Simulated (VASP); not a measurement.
# V (P6_3/mmc) in VASP: further runs

V is run at these levels: PBEsol; tasks: single point, relaxation of cell and atoms.

All numbers are computed with VASP 6.6.1; they aren't measurements. Logs are shortened: lines on timing, memory, paths and dates and some standing lists are left out, and cuts for length are marked.

**1. The cell of the first run**

The structure is hexagonal, space group P6_3/mmc (No. 194). The conventional cell has a = 2.574 Å, b = 2.574 Å, c = 4.641 Å, α = 90.00°, β = 90.00°, γ = 120.00°. Within 3.4 Å of V (site symmetry -6m2) lie 12 V at 2.57 to 2.76 Å.

This isn't the form of V at room conditions, which is bcc.

**2. Single point, PBEsol**

The input, INCAR:

```
SYSTEM = V
ALGO = Fast ; EDIFF = 1E-6
ENCUT = 520 ; GGA = PS
ISIF = 2 ; ISMEAR = 0
LASPH = .True. ; LCHARG = .True.
LELF = .True. ; LREAL = .False.
LVHAR = .True. ; LWAVE = .False.
NBANDS = 20 ; NELM = 100
PREC = Accurate ; SIGMA = 0.1
```

The input, KPOINTS:

```
k-points
0
Gamma
  24 24 12
  0 0 0
```

The input, POSCAR:

```
V
1.0
    2.5735850352      0.0000000000      0.0000000000
   -1.2867925176      2.2287900193      0.0000000000
    0.0000000000      0.0000000000      4.6414338340
V
2
Direct
    0.3333333333      0.6666666667      0.2500000000
    0.6666666667      0.3333333333      0.7500000000
```

Potentials or basis: VASP PAW PBE potentials, release 64 (V_sv).

Started as:

```bash
> cat potpaw_PBE.64/V_sv/POTCAR > POTCAR
> mpirun -np 1 vasp_std > vasp.out
```

OUTCAR:

```text
SYSTEM = V
   EDIFF = 1E-6
   ENCUT = 520
   GGA = PS
   ISIF = 2
   ISMEAR = 0
   LASPH = .True.
   LREAL = .False.
   NELM = 100
   PREC = Accurate

 ion  position               nearest neighbor table
   1  0.333  0.667  0.250-   2 2.76   2 2.76   2 2.76   2 2.76   2 2.76   2 2.76
   2  0.667  0.333  0.750-   1 2.76   1 2.76   1 2.76   1 2.76   1 2.76   1 2.76

  LATTYP: Found a hexagonal cell.
 ALAT       =     2.5735850352
 C/A-ratio  =     1.8034895955

  Lattice vectors:

 A1 = (   2.5735850352,   0.0000000000,   0.0000000000)
 A2 = (  -1.2867925176,   2.2287900193,   0.0000000000)
 A3 = (   0.0000000000,   0.0000000000,   4.6414338340)

Analysis of symmetry for initial positions (statically):
=====================================================================
 Subroutine PRICEL returns:
 Original cell was already a primitive cell.

 Routine SETGRP: Setting up the symmetry group for a
 hexagonal supercell.

 Subroutine GETGRP returns: Found 24 space group operations
 (whereof 12 operations were pure point group operations)
 out of a pool of 24 trial point group operations.

The static configuration has the point symmetry D_3d.
 The point group associated with its full space group is D_6h.

Analysis of symmetry for dynamics (positions and initial velocities):
=====================================================================
 Subroutine PRICEL returns:
 Original cell was already a primitive cell.

 Routine SETGRP: Setting up the symmetry group for a
 hexagonal supercell.

 Subroutine GETGRP returns: Found 24 space group operations
 (whereof 12 operations were pure point group operations)
 out of a pool of 24 trial point group operations.

The dynamic configuration has the point symmetry D_3d.
 The point group associated with its full space group is D_6h.

 Subroutine INISYM returns: Found 24 space group operations
 (whereof 12 operations are pure point group operations),
 and found     1 'primitive' translations

----------------------------------------------------------------------------------------

                                     Primitive cell

  volume of cell :      26.6232

  direct lattice vectors                    reciprocal lattice vectors
     2.573585035  0.000000000  0.000000000     0.388563030  0.224336970  0.000000000
    -1.286792518  2.228790019  0.000000000     0.000000000  0.448673940  0.000000000
     0.000000000  0.000000000  4.641433834     0.000000000  0.000000000  0.215450664

  length of vectors
     2.573585035  2.573585035  4.641433834     0.448673940  0.448673940  0.215450664
[... 81 lines left out ...]
   EDIFF  = 0.1E-05   stopping-criterion for ELM
   LREAL  =      F    real-space projection
   EDIFFG = 0.1E-04   stopping-criterion for IOM
   NSW    =      0    number of steps for IOM
   IBRION =     -1    ionic relax: 0-MD 1-quasi-New 2-CG
   NFREE  =      0    steps in history (QN), initial steepest desc. (CG)
   ISIF   =      2    stress and relaxation
   ISYM   =      2    0-nonsym 1-usesym 2-fastsym
   POTIM  = 0.5000    time-step for ionic-motion
   TEBEG  =    0.0;   TEEND  =   0.0 temperature during run
   PSTRESS=    0.0 pullay stress
   NELECT =      26.0000    total number of electrons
   NUPDOWN=      -1.0000    fix difference up-down
   EMIN   =  10.00;   EMAX   =-10.00  energy-range for DOS
   EFERMI =   0.00;   METHOD = LEGACY
   ISMEAR =     0;   SIGMA  =   0.10  broadening in eV -4-tet -1-fermi 0-gaus
   EFERMI_NEDOS =   21; number of points for ismear=-14 and -15
   IALGO  =     68    algorithm
   IMIX   =      4    mixing-type and parameters
     AMIX     =   0.40;   BMIX     =  1.00
     AMIX_MAG =   1.60;   BMIX_MAG =  1.00
  volume/ion in A,a.u.               =      13.31        89.83
  Fermi-wavevector in a.u.,A,eV,Ry     =   1.624224  3.069339 35.893591  2.638105
  Thomas-Fermi vector in A             =   2.717546
   LORBIT       =      0    0 simple, 1 ext, 2 COOP (PROOUT), +10 PAW based schemes
   GGA     = PS    functional components
   LHFCALC =     F    Hartree Fock is set to
   AEXX    =    0.0000 exact exchange contribution
   IVDW    =     0    specifies the selected vdW correction
   LEPSILON=     F    determine dielectric tensor
   LRPA    =     F    only Hartree local field effects (RPA)
 non-spin polarized calculation
 RMM-DIIS sequential band-by-band and
 Gauss-broadening in eV      SIGMA  =   0.10
  energy-cutoff  :      520.00
  volume of cell :       26.62
 maximum number of plane-waves:       729
 NGX is ok and might be reduce to    20
   NGX =  9   NGY =  9   NGZ = 17

 number of electron      26.0000010 magnetization

 Free energy of the ion-electron system (eV)
  ---------------------------------------------------
  ext. energy  EPLUGINS =         0.00000000
  ---------------------------------------------------
  free energy    TOTEN  =       -18.74079630 eV

  energy without entropy =      -18.72415352  energy(sigma->0) =      -18.73247491

 E-fermi :  10.0745     XC(G=0): -13.1067

 val. band max:       10.0744545766   @ k =   0.2500   0.2083   0.1667
 cond. band min:      10.0772219423   @ k =   0.2083   0.1250   0.2500
 fundamental gap:      0.0027673657
 Fermi energy:        10.0745178135

 k-point     1 :       0.0000    0.0000    0.0000
  band No.  band energies     occupation
      1     -53.6772      2.00000
      2     -53.5445      2.00000
      3     -27.9305      2.00000
      4     -27.1832      2.00000
      5     -27.0524      2.00000
      6     -27.0524      2.00000
[... 541 lines left out ...]
     19      14.7921      0.00000
     20      16.6438      0.00000

 [... further k-points ...]

------------------------ aborting loop because EDIFF is reached ----------------------------------------

  FORCE on cell =-STRESS in cart. coord.  units (eV):
  Direction    XX          YY          ZZ          XY          YZ          ZX
  --------------------------------------------------------------------------------------
  -------------------------------------------------------------------------------------
  Total        0.0415038      0.0415038      0.0482591      0.0000000      0.0000000      0.0000000
  in kB        2.4976890      2.4976890      2.9042256      0.0000000      0.0000000      0.0000000
  external PRESSURE =       2.6332012 kB  Pullay stress =       0.0000000 kB

 VOLUME and BASIS-vectors are now :
 -----------------------------------------------------------------------------
  energy-cutoff  :      520.00
  volume of cell :       26.62
      direct lattice vectors                 reciprocal lattice vectors
     2.573585035  0.000000000  0.000000000     0.388563030  0.224336970  0.000000000
    -1.286792518  2.228790019  0.000000000     0.000000000  0.448673940  0.000000000
     0.000000000  0.000000000  4.641433834     0.000000000  0.000000000  0.215450664

 POSITION                                       TOTAL-FORCE (eV/Angst)
 -----------------------------------------------------------------------------------
     -0.00000      1.48586      1.16036         0.000000      0.000000      0.000000
      1.28679      0.74293      3.48108        -0.000000     -0.000000      0.000000
 -----------------------------------------------------------------------------------
    total drift:                               -0.000000      0.000000     -0.000000

  FREE ENERGIE OF THE ION-ELECTRON SYSTEM (eV)
  ---------------------------------------------------
  free  energy   TOTEN  =       -18.7407962994 eV

  energy  without entropy=      -18.7241535247  energy(sigma->0) =      -18.73247491
```

stdout:

```text
POSCAR found type information on POSCAR V
 POSCAR found :  1 types and       2 ions
 scaLAPACK will be used
 -----------------------------------------------------------------------------
|                                                                             |
|                                                                             |
|     You enforced a specific xc type in the INCAR file but a different       |
|     I HOPE YOU KNOW WHAT YOU ARE DOING!                                     |
|                                                                             |
 -----------------------------------------------------------------------------

 LDA part: xc-table for (Slater+PW92), standard interpolation
 POSCAR, INCAR and KPOINTS ok, starting setup
 FFT: planning ... GRIDC
 FFT: planning ... GRID_SOFT
 FFT: planning ... GRID
 WAVECAR not read
 entering main loop
```

It took 2.5 min on 1 thread of Intel Xeon Platinum 8259CL at 2.50GHz (Skylake/Cascade Lake), shared host; peak memory 0.28 GiB.

What came out:

| Item | Value |
| --- | --- |
| Free energy | -18.7408 eV |
| Pressure | 0.3 GPa |
| Band gap on the k mesh | zero (bands 13 and 14 overlap by 2.32 eV) |

Caveat: the PAW data sets were made with another functional, which shifts forces and pressure a little.

**3. Relaxation of cell and atoms, PBEsol**

The input, INCAR:

```
ALGO = Fast
EDIFF = 1E-6
EDIFFG = -0.01
ENCUT = 600
GGA = PS
IBRION = 2
ISIF = 3
ISMEAR = 0
LASPH = T
LCHARG = F
LREAL = F
LWAVE = F
NELM = 100
NSW = 100
PREC = Accurate
SIGMA = 0.1
```

The input, KPOINTS:

```
k-points
0
Gamma
  24 24 12
```

The input, POSCAR:

```
V
1.0
    2.5731748670      0.0000000000      0.0000000000
   -1.2865874335      2.2284348032      0.0000000000
    0.0000000000      0.0000000000      4.6464490308
V
2
Direct
    0.3333333333      0.6666666667      0.2500000000
    0.6666666667      0.3333333333      0.7500000000
```

Potentials or basis: VASP PAW PBE potentials, release 64 (V_sv).

Started as:

```bash
> cat potpaw_PBE.64/V_sv/POTCAR > POTCAR
> mpirun -np 1 vasp_std > vasp.out
```

OUTCAR:

```text
EDIFF = 1E-6
   EDIFFG = -0.01
   ENCUT = 600
   GGA = PS
   IBRION = 2
   ISIF = 3
   ISMEAR = 0
   LASPH = T
   LREAL = F
   NELM = 100
   NSW = 100
   PREC = Accurate

 ion  position               nearest neighbor table
   1  0.333  0.667  0.250-   2 2.76   2 2.76   2 2.76   2 2.76   2 2.76   2 2.76
   2  0.667  0.333  0.750-   1 2.76   1 2.76   1 2.76   1 2.76   1 2.76   1 2.76

  LATTYP: Found a hexagonal cell.
 ALAT       =     2.5731748670
 C/A-ratio  =     1.8057261053

  Lattice vectors:

 A1 = (   2.5731748670,   0.0000000000,   0.0000000000)
 A2 = (  -1.2865874335,   2.2284348032,   0.0000000000)
 A3 = (   0.0000000000,   0.0000000000,   4.6464490308)

Analysis of symmetry for initial positions (statically):
=====================================================================
 Subroutine PRICEL returns:
 Original cell was already a primitive cell.

 Routine SETGRP: Setting up the symmetry group for a
 hexagonal supercell.

 Subroutine GETGRP returns: Found 24 space group operations
 (whereof 12 operations were pure point group operations)
 out of a pool of 24 trial point group operations.
[... 175 lines left out ...]
  -------------------------------------------------------------------------------------
  Total        0.0062605      0.0062605     -0.0322981     -0.0000000      0.0000000     -0.0000000
  in kB        0.3764710      0.3764710     -1.9422123     -0.0000000      0.0000000     -0.0000000
  external PRESSURE =      -0.3964235 kB  Pullay stress =       0.0000000 kB
[... 167 lines left out ...]
--------------------------------------- Ionic step        6  -------------------------------------------

 number of electron      26.0000009 magnetization

 Free energy of the ion-electron system (eV)
  ---------------------------------------------------
  ext. energy  EPLUGINS =         0.00000000
  ---------------------------------------------------
  free energy    TOTEN  =       -18.74084224 eV

  energy without entropy =      -18.72418115  energy(sigma->0) =      -18.73251169

 E-fermi :  10.0614     XC(G=0): -13.1013

 val. band max:       10.0609051259   @ k =   0.1250   0.0000   0.1667
 cond. band min:      10.0619666009   @ k =   0.2500   0.2083   0.1667
 fundamental gap:      0.0010614751
 Fermi energy:        10.0614122579

 k-point     1 :       0.0000    0.0000    0.0000
  band No.  band energies     occupation
      1     -53.6911      2.00000
      2     -53.5588      2.00000
      3     -27.9439      2.00000
      4     -27.1983      2.00000
      5     -27.0689      2.00000
      6     -27.0689      2.00000
[... 457 lines left out ...]
      4     -27.9286      2.00000
      5     -27.5355      2.00000
      6     -27.3254      2.00000
[... 9 lines left out ...]
     16      13.1454      0.00000
     17      13.6606      0.00000

 [... further k-points ...]

------------------------ aborting loop because EDIFF is reached ----------------------------------------

  FORCE on cell =-STRESS in cart. coord.  units (eV):
  Direction    XX          YY          ZZ          XY          YZ          ZX
  --------------------------------------------------------------------------------------
  -------------------------------------------------------------------------------------
  Total       -0.0130829     -0.0130829      0.0037988      0.0000000      0.0000000      0.0000000
  in kB       -0.7865362     -0.7865362      0.2283838      0.0000000      0.0000000      0.0000000
  external PRESSURE =      -0.4482295 kB  Pullay stress =       0.0000000 kB
[... 17 lines left out ...]
  FREE ENERGIE OF THE ION-ELECTRON SYSTEM (eV)
  ---------------------------------------------------
  free  energy   TOTEN  =       -18.7408422403 eV

  energy  without entropy=      -18.7241811469  energy(sigma->0) =      -18.73251169

 reached required accuracy - stopping structural energy minimisation
```

OSZICAR:

```text
N       E                     dE             d eps       ncg     rms          rms(c)
DAV:   1     0.361713290560E+03    0.36171E+03   -0.18086E+04 14534   0.200E+03
[... 41 lines left out ...]
       N       E                     dE             d eps       ncg     rms          rms(c)
DAV:   1    -0.187412791423E+02   -0.46983E-03   -0.13933E-02 15634   0.184E+00    0.182E-01
RMM:   2    -0.187408913255E+02    0.38782E-03   -0.88797E-04 14555   0.374E-01    0.550E-02
RMM:   3    -0.187408443222E+02    0.47003E-04   -0.19942E-04 14722   0.127E-01    0.240E-02
RMM:   4    -0.187408421514E+02    0.21709E-05   -0.40041E-05 14845   0.737E-02    0.103E-02
RMM:   5    -0.187408425249E+02   -0.37348E-06   -0.15371E-05 15323   0.395E-02    0.583E-03
RMM:   6    -0.187408422403E+02    0.28459E-06   -0.34324E-06 10019   0.216E-02
   6 F= -.18740842E+02 E0= -.18732512E+02  d E =-.453949E-05
```

CONTCAR:

```text
V
   1.00000000000000
     2.5747997355314047   -0.0000000000000000   -0.0000000000000000
    -1.2873998677657024    2.2298419806260030    0.0000000000000000
     0.0000000000000000    0.0000000000000000    4.6417165188483294
  V
     2
Direct
     0.3333333332999970    0.6666666667000030    0.2500000000000000
     0.6666666667000030    0.3333333332999970    0.7500000000000000

  0.00000000E+00  0.00000000E+00  0.00000000E+00
  0.00000000E+00  0.00000000E+00  0.00000000E+00
```

Run time: 7.6 min. Hardware: 1 thread of Intel Xeon Platinum 8259CL at 2.50GHz (Skylake/Cascade Lake), shared host; peak memory 0.33 GiB.

What came out:

- Free energy: -18.7408 eV
- Relaxed volume: 13.32 Å³/atom
- Relaxed cell: a = 2.575 Å, b = 2.575 Å, c = 4.642 Å, α = 90.00°, β = 90.00°, γ = 120.00°
- Space group after relaxing (to 0.1 Å): P6_3/mmc (No. 194)
- Energy gained by relaxing: 0.0 meV/atom
- Ionic steps: 6
- Pressure after relaxing: 0.0 GPa
- Band gap on the k mesh: zero (bands 13 and 14 overlap by 2.31 eV)

Stress tensor (GPa, compression positive):
```
-0.08  0.00  0.00
 0.00 -0.08  0.00
 0.00  0.00  0.02
```

Final structure:
```cif
data_structure
_symmetry_space_group_name_H-M 'P 1'
_symmetry_Int_Tables_number 1
_cell_length_a 2.5748
_cell_length_b 2.5748
_cell_length_c 4.6417
_cell_angle_alpha 90.000
_cell_angle_beta 90.000
_cell_angle_gamma 120.000
_cell_volume 26.65
loop_
_atom_site_label
_atom_site_type_symbol
_atom_site_fract_x
_atom_site_fract_y
_atom_site_fract_z
_atom_site_occupancy
V1 V 0.33333 0.66667 0.25000 1
V2 V 0.66667 0.33333 0.75000 1
```

Caveat: the PAW data sets were made with another functional, which shifts forces and pressure a little.
